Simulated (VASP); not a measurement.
# CdF2 (I4/mmm) in VASP: notebook

The runs below take CdF2 through single point, with PBE.

Program: VASP 6.6.1. These are calculated values, not measurements. Logs are shortened: lines on timing, memory, paths and dates and some standing lists are left out, and cuts for length are marked.

## Step 1: The cell of the first run

Symmetry: I4/mmm, No. 139, tetragonal system. The conventional cell has a = 3.696 Å, b = 3.696 Å, c = 5.307 Å, α = 90.00°, β = 90.00°, γ = 90.00°. Within 3.0 Å of Cd (site symmetry 4/mmm) lie 8 F at 2.27 Å. Within 3.0 Å of F (site symmetry -4m2) lie 4 Cd at 2.27 Å and 6 F at 2.61 to 2.65 Å.

## Step 2: Single point, PBE (strain -0.030 along x and y, -0.015 along z)

INCAR

```
PREC = Accurate
ENCUT = 520
EDIFF = 1E-6
ISMEAR = 0
SIGMA = 0.05
LREAL = F
LASPH = T
NELM = 60
ALGO = Normal
ISIF = 2
LWAVE = F
LCHARG = F
GGA = PE
NBANDS = 20
```

KPOINTS

```
regular mesh
0
Gamma
  8 8 8
```

POSCAR

```
CdF2
1.0
    0.0000000000      2.6131800000      2.6535900000
    2.6131800000      0.0000000000      2.6535900000
    2.6131800000      2.6131800000      0.0000000000
Cd F
1 2
Direct
    0.0000000000      0.0000000000      0.0000000000
    0.2500000000      0.2500000000      0.2500000000
    0.7500000000      0.7500000000      0.7500000000
```

Potentials or basis: VASP PAW PBE potentials, release 64 (Cd, F).

The run is started by

```sh
$ cat potpaw_PBE.64/Cd/POTCAR potpaw_PBE.64/F/POTCAR > POTCAR
$ mpirun -np 1 vasp_std > vasp.out
```

OUTCAR:

```text
PREC = Accurate
   ENCUT = 520
   EDIFF = 1E-6
   ISMEAR = 0
   LREAL = F
   LASPH = T
   NELM = 60
   ISIF = 2
   GGA = PE

 ion  position               nearest neighbor table
   1  0.000  0.000  0.000-   3 2.27   2 2.27   3 2.27   2 2.27   3 2.27   3 2.27   2 2.27   2 2.27

   2  0.250  0.250  0.250-   1 2.27   1 2.27   1 2.27   1 2.27
   3  0.750  0.750  0.750-   1 2.27   1 2.27   1 2.27   1 2.27

  LATTYP: Found a body centered tetragonal cell.
 ALAT       =     3.6955945969
 C/A-ratio  =     1.4360828443

  Lattice vectors:

 A1 = (  -2.6131800000,   0.0000000000,   2.6535900000)
 A2 = (   2.6131800000,   0.0000000000,   2.6535900000)
 A3 = (   0.0000000000,   2.6131800000,  -2.6535900000)

Analysis of symmetry for initial positions (statically):
=====================================================================
 Subroutine PRICEL returns:
 Original cell was already a primitive cell.

 Routine SETGRP: Setting up the symmetry group for a
 body centered tetragonal supercell.

 Subroutine GETGRP returns: Found 16 space group operations
 (whereof 16 operations were pure point group operations)
 out of a pool of 16 trial point group operations.

The static configuration has the point symmetry D_4h.

Analysis of symmetry for dynamics (positions and initial velocities):
=====================================================================
 Subroutine PRICEL returns:
 Original cell was already a primitive cell.

 Routine SETGRP: Setting up the symmetry group for a
 body centered tetragonal supercell.

 Subroutine GETGRP returns: Found 16 space group operations
 (whereof 16 operations were pure point group operations)
 out of a pool of 16 trial point group operations.

The dynamic configuration has the point symmetry D_4h.

 Subroutine INISYM returns: Found 16 space group operations
 (whereof 16 operations are pure point group operations),
 and found     1 'primitive' translations

----------------------------------------------------------------------------------------

                                     Primitive cell

  volume of cell :      36.2412

  direct lattice vectors                    reciprocal lattice vectors
     0.000000000  2.613180000  2.653590000    -0.191337757  0.191337757  0.188423984
     2.613180000  0.000000000  2.653590000     0.191337757 -0.191337757  0.188423984
     2.613180000  2.613180000  0.000000000     0.191337757  0.191337757 -0.188423984

  length of vectors
     3.724278400  3.724278400  3.695594597     0.329733032  0.329733032  0.329733032

  position of ions in fractional coordinates (direct lattice)
     0.000000000  0.000000000  0.000000000
     0.250000000  0.250000000  0.250000000
     0.750000000  0.750000000  0.750000000

  ion indices of the primitive-cell ions
   primitive index   ion index
                 1           1
                 2           2
                 3           3

----------------------------------------------------------------------------------------

 KPOINTS: regular mesh

Automatic generation of k-mesh.
 Grid dimensions read from file:
 generate k-points for:    8    8    8

 Generating k-lattice:

  Cartesian coordinates                     Fractional coordinates (reciprocal lattice)
    -0.023917220  0.023917220  0.023552998     0.125000000  0.000000000  0.000000000
     0.023917220 -0.023917220  0.023552998     0.000000000  0.125000000  0.000000000
     0.023917220  0.023917220 -0.023552998     0.000000000  0.000000000  0.125000000

  Length of vectors
     0.041216629  0.041216629  0.041216629

  Shift w.r.t. Gamma in fractional coordinates (k-lattice)
     0.000000000  0.000000000  0.000000000

 Subroutine IBZKPT returns following result:
 ===========================================

 Found     59 irreducible k-points:

 Following reciprocal coordinates:
            Coordinates               Weight
  0.000000  0.000000  0.000000      1.000000
  0.125000 -0.000000  0.000000      8.000000
  0.250000 -0.000000  0.000000      8.000000
  0.375000 -0.000000  0.000000      8.000000
  0.500000 -0.000000  0.000000      4.000000
  0.125000  0.125000  0.000000      2.000000
[... 16 lines left out ...]
  0.250000 -0.000000  0.125000     16.000000
  0.375000 -0.000000  0.125000     16.000000
 [... further k-points ...]
   k-points           NKPTS =     59   k-points in BZ     NKDIM =     59   number of bands    NBANDS=     20
   number of dos      NEDOS =    301   number of ions     NIONS =      3
   total plane-waves  NPLWV =  21952
   dimension x,y,z NGX =    28 NGY =   28 NGZ =   28
   dimension x,y,z NGXF=    56 NGYF=   56 NGZF=   56
   ions per type =               1   2
   NGX,Y,Z   is equivalent  to a cutoff of  12.50, 12.50, 12.60 a.u.
   NGXF,Y,Z  is equivalent  to a cutoff of  25.00, 25.00, 25.19 a.u.
 SYSTEM =  unknown system
   PREC   = accura    normal or accurate (medium, high low for compatibility)
   ISTART =      0    job   : 0-new  1-cont  2-samecut
   ICHARG =      2    charge: 1-file 2-atom 10-const
   ISPIN  =      1    spin polarized calculation?
   LNONCOLLINEAR =      F non collinear calculations
   LSORBIT =      F    spin-orbit coupling
   LASPH  =      T    aspherical Exc in radial PAW
   ENCUT  =  520.0 eV  38.22 Ry    6.18 a.u.   6.92  6.92  6.87*2*pi/ulx,y,z
   NELM   =     60;   NELMIN=  2; NELMDL= -5     # of ELM steps
   EDIFF  = 0.1E-05   stopping-criterion for ELM
   LREAL  =      F    real-space projection
   EDIFFG = 0.1E-04   stopping-criterion for IOM
   NSW    =      0    number of steps for IOM
   IBRION =     -1    ionic relax: 0-MD 1-quasi-New 2-CG
   NFREE  =      0    steps in history (QN), initial steepest desc. (CG)
   ISIF   =      2    stress and relaxation
   ISYM   =      2    0-nonsym 1-usesym 2-fastsym
   POTIM  = 0.5000    time-step for ionic-motion
   TEBEG  =    0.0;   TEEND  =   0.0 temperature during run
   PSTRESS=    0.0 pullay stress
   NELECT =      26.0000    total number of electrons
   NUPDOWN=      -1.0000    fix difference up-down
   EMIN   =  10.00;   EMAX   =-10.00  energy-range for DOS
   EFERMI =   0.00;   METHOD = LEGACY
   ISMEAR =     0;   SIGMA  =   0.05  broadening in eV -4-tet -1-fermi 0-gaus
   EFERMI_NEDOS =   21; number of points for ismear=-14 and -15
   IALGO  =     38    algorithm
   IMIX   =      4    mixing-type and parameters
     AMIX     =   0.40;   BMIX     =  1.00
     AMIX_MAG =   1.60;   BMIX_MAG =  1.00
  volume/ion in A,a.u.               =      12.08        81.52
  Fermi-wavevector in a.u.,A,eV,Ry     =   1.465543  2.769474 29.222800  2.147815
  Thomas-Fermi vector in A             =   2.581387
   LORBIT       =      0    0 simple, 1 ext, 2 COOP (PROOUT), +10 PAW based schemes
   GGA     = PE    functional components
   LHFCALC =     F    Hartree Fock is set to
   AEXX    =    0.0000 exact exchange contribution
   IVDW    =     0    specifies the selected vdW correction
   LEPSILON=     F    determine dielectric tensor
   LRPA    =     F    only Hartree local field effects (RPA)
 non-spin polarized calculation
 Gauss-broadening in eV      SIGMA  =   0.05
  energy-cutoff  :      520.00
  volume of cell :       36.24
 maximum number of plane-waves:       989
   NGX = 13   NGY = 13   NGZ = 13

 number of electron      26.0000020 magnetization

 Free energy of the ion-electron system (eV)
  ---------------------------------------------------
  ext. energy  EPLUGINS =         0.00000000
  ---------------------------------------------------
  free energy    TOTEN  =       -10.64705549 eV

  energy without entropy =      -10.64705549  energy(sigma->0) =      -10.64705549

 E-fermi :  -0.4236     XC(G=0): -10.8330

 val. band max:       -0.6869018853   @ k =  -0.2500   0.2500   0.5000
 cond. band min:       2.6407181088   @ k =   0.0000   0.0000   0.0000
 fundamental gap:      3.3276199940
 Fermi energy:        -0.4235653672

 k-point     1 :       0.0000    0.0000    0.0000
  band No.  band energies     occupation
      1     -21.9642      2.00000
      2     -20.6261      2.00000
      3      -6.6072      2.00000
      4      -6.6015      2.00000
      5      -6.6015      2.00000
      6      -5.0397      2.00000
[... 12 lines left out ...]
     19      19.5715      0.00000
     20      19.9288      0.00000

 k-point     2 :       0.1250   -0.0000    0.0000
  band No.  band energies     occupation
      1     -21.9043      2.00000
      2     -20.6816      2.00000
      3      -6.5356      2.00000
      4      -6.5296      2.00000
      5      -6.4045      2.00000
      6      -5.0663      2.00000
[... 12 lines left out ...]
     19      19.1995      0.00000
     20      19.5373      0.00000

 k-point     3 :       0.2500   -0.0000    0.0000
  band No.  band energies     occupation
      1     -21.7416      2.00000
      2     -20.8292      2.00000
      3      -6.3730      2.00000
      4      -6.3597      2.00000
      5      -5.8639      2.00000
      6      -5.0904      2.00000
[... 12 lines left out ...]
     19      18.8542      0.00000
     20      19.7129      0.00000

 k-point     4 :       0.3750   -0.0000    0.0000
  band No.  band energies     occupation
      1     -21.5191      2.00000
      2     -21.0324      2.00000
      3      -6.2366      2.00000
      4      -6.2127      2.00000
      5      -5.1536      2.00000
      6      -5.0255      2.00000
[... 12 lines left out ...]
     19      18.3247      0.00000
     20      19.1477      0.00000

 k-point     5 :       0.5000   -0.0000    0.0000
  band No.  band energies     occupation
      1     -21.3210      2.00000
      2     -21.2210      2.00000
      3      -6.1944      2.00000
      4      -6.1658      2.00000
      5      -4.9543      2.00000
      6      -4.9433      2.00000
[... 12 lines left out ...]
     19      18.1137      0.00000
     20      18.7445      0.00000

 k-point     6 :       0.1250    0.1250    0.0000
  band No.  band energies     occupation
      1     -21.8897      2.00000
      2     -20.6933      2.00000
      3      -6.4998      2.00000
      4      -6.4998      2.00000
      5      -6.3531      2.00000
      6      -5.1590      2.00000
[... 12 lines left out ...]
     19      19.5714      0.00000
     20      20.0562      0.00000

 k-point     7 :       0.2500    0.1250    0.0000
  band No.  band energies     occupation
      1     -21.7689      2.00000
      2     -20.7993      2.00000
      3      -6.3530      2.00000
      4      -6.3489      2.00000
      5      -5.9399      2.00000
      6      -5.2853      2.00000
[... 12 lines left out ...]
     19      19.8155      0.00000
     20      20.9214      0.00000
[... 277 lines left out ...]
 k-point    20 :      -0.3750    0.3750    0.0000
  band No.  band energies     occupation
      1     -21.3280      2.00000
      2     -21.1619      2.00000
      3      -6.1883      2.00000
      4      -5.5387      2.00000
      5      -5.1777      2.00000
      6      -5.1700      2.00000
[... 12 lines left out ...]
     19      20.5063      0.00000
     20      20.9876      0.00000

 k-point    21 :       0.5000    0.5000    0.0000
  band No.  band energies     occupation
      1     -21.4216      2.00000
      2     -21.0577      2.00000
      3      -6.4609      2.00000
      4      -5.3783      2.00000
      5      -5.3783      2.00000
      6      -4.8932      2.00000
[... 12 lines left out ...]
     19      19.4278      0.00000
     20      21.1925      0.00000

 k-point    22 :       0.1250    0.0000    0.1250
  band No.  band energies     occupation
      1     -21.8838      2.00000
      2     -20.6995      2.00000
      3      -6.5056      2.00000
      4      -6.5049      2.00000
      5      -6.3383      2.00000
      6      -5.1499      2.00000
[... 12 lines left out ...]
     19      19.6722      0.00000
     20      19.8486      0.00000

 k-point    23 :       0.2500   -0.0000    0.1250
  band No.  band energies     occupation
      1     -21.7578      2.00000
      2     -20.8119      2.00000
      3      -6.3589      2.00000
      4      -6.3506      2.00000
      5      -5.9264      2.00000
      6      -5.2794      2.00000
[... 12 lines left out ...]
     19      19.5825      0.00000
     20      21.0385      0.00000

 k-point    24 :       0.3750   -0.0000    0.1250
  band No.  band energies     occupation
      1     -21.5622      2.00000
      2     -20.9857      2.00000
      3      -6.1952      2.00000
      4      -6.1840      2.00000
      5      -5.3239      2.00000
      6      -5.2746      2.00000
[... 12 lines left out ...]
     19      19.0645      0.00000
     20      21.0053      0.00000

 [... further k-points ...]

------------------------ aborting loop because EDIFF is reached ----------------------------------------

  FORCE on cell =-STRESS in cart. coord.  units (eV):
  Direction    XX          YY          ZZ          XY          YZ          ZX
  --------------------------------------------------------------------------------------
  -------------------------------------------------------------------------------------
  Total        4.0644322      4.0644322      3.6785925      0.0000000     -0.0000000      0.0000000
  in kB      179.6834184    179.6834184    162.6259291      0.0000000     -0.0000000      0.0000000
  external PRESSURE =     173.9975886 kB  Pullay stress =       0.0000000 kB

 VOLUME and BASIS-vectors are now :
 -----------------------------------------------------------------------------
  energy-cutoff  :      520.00
  volume of cell :       36.24
      direct lattice vectors                 reciprocal lattice vectors
     0.000000000  2.613180000  2.653590000    -0.191337757  0.191337757  0.188423984
     2.613180000  0.000000000  2.653590000     0.191337757 -0.191337757  0.188423984
     2.613180000  2.613180000  0.000000000     0.191337757  0.191337757 -0.188423984

 POSITION                                       TOTAL-FORCE (eV/Angst)
 -----------------------------------------------------------------------------------
      0.00000      0.00000      0.00000         0.000000     -0.000000      0.000000
      1.30659      1.30659      1.32679        -0.000000     -0.000000      0.000000
      3.91977      3.91977      3.98039         0.000000      0.000000      0.000000
 -----------------------------------------------------------------------------------
    total drift:                                0.000000      0.000000      0.000000

  FREE ENERGIE OF THE ION-ELECTRON SYSTEM (eV)
  ---------------------------------------------------
  free  energy   TOTEN  =       -10.6470554862 eV

  energy  without entropy=      -10.6470554862  energy(sigma->0) =      -10.64705549
```

It took 48 s on 1 thread of Intel Xeon 8259CL, shared host; peak memory 0.18 GiB.

What came out:

| Property | Result |
| --- | --- |
| Free energy | -10.6471 eV |
| Pressure | 17.4 GPa |
| Band gap on the k mesh | 3.33 eV (least direct gap 3.70 eV) |

Stress tensor (GPa, compression positive):
```
17.97  0.00  0.00
 0.00 17.97  0.00
 0.00  0.00 16.26
```

Caveat: the cell differs from its parent crystal (strain -0.030 along x and y, -0.015 along z); the cell stands under pressure.

## Step 3: Single point, PBE (strain -0.030 along x and y, +0.000 along z)

INCAR

```
SYSTEM = CdF2
PREC     = Accurate       ! precision mode
ENCUT    = 520            ! plane-wave cutoff, eV
EDIFF    = 1E-6           ! SCF threshold, eV
ISMEAR   = 0              ! smearing method
SIGMA    = 0.05           ! smearing width, eV
LREAL    = .FALSE.        ! projectors in reciprocal space
LASPH    = .TRUE.         ! aspherical terms in the spheres
NELM     = 60             ! most SCF steps
ALGO     = Normal         ! electronic algorithm
ISIF     = 2              ! what is computed and relaxed
LWAVE    = .FALSE.        ! write WAVECAR
LCHARG   = .FALSE.        ! write CHGCAR
GGA      = PE             ! functional
NBANDS   = 20             ! bands
```

KPOINTS

```
regular mesh
0
G
  8 8 8
  0 0 0
```

POSCAR

```
CdF2
1.0
    0.0000000000      2.6131800000      2.6940000000
    2.6131800000      0.0000000000      2.6940000000
    2.6131800000      2.6131800000      0.0000000000
Cd F
1 2
Direct
    0.0000000000      0.0000000000      0.0000000000
    0.2500000000      0.2500000000      0.2500000000
    0.7500000000      0.7500000000      0.7500000000
```

Potentials or basis: VASP PAW PBE potentials, release 64 (Cd, F).

The run is started by

```sh
$ cat potpaw_PBE.64/Cd/POTCAR potpaw_PBE.64/F/POTCAR > POTCAR
$ mpirun -np 1 vasp_std > vasp.out
```

Wall time 46 s (1 thread of Intel Xeon 8259CL, shared host); peak memory 0.18 GiB.

The run converged. Its results:

* Free energy: -10.6980 eV
* Pressure: 14.8 GPa
* Band gap on the k mesh: 3.25 eV (least direct gap 3.63 eV)

Stress tensor (GPa, compression positive):
```
15.97  0.00  0.00
 0.00 15.97  0.00
 0.00  0.00 12.61
```

Levels at points of the mesh, in eV from the valence-band top:
```tsv
k point	band 10	band 11	band 12	band 13	band 14	band 15	band 16	band 17
(0.00, 0.00, 0.00)	-1.06	-0.47	-0.47	-0.38	3.25	12.94	12.94	13.02
(0.50, 0.00, 0.00)	-2.14	-2.06	-0.38	-0.37	7.61	9.32	14.90	15.14
(0.50, 0.50, 0.00)	-3.25	-0.76	-0.09	-0.09	8.50	10.03	12.02	14.91
(0.50, 0.00, 0.50)	-3.14	-0.58	-0.17	-0.08	8.46	9.92	12.03	14.56
```

Caveat: the cell differs from its parent crystal (strain -0.030 along x and y, +0.000 along z); the cell stands under pressure.
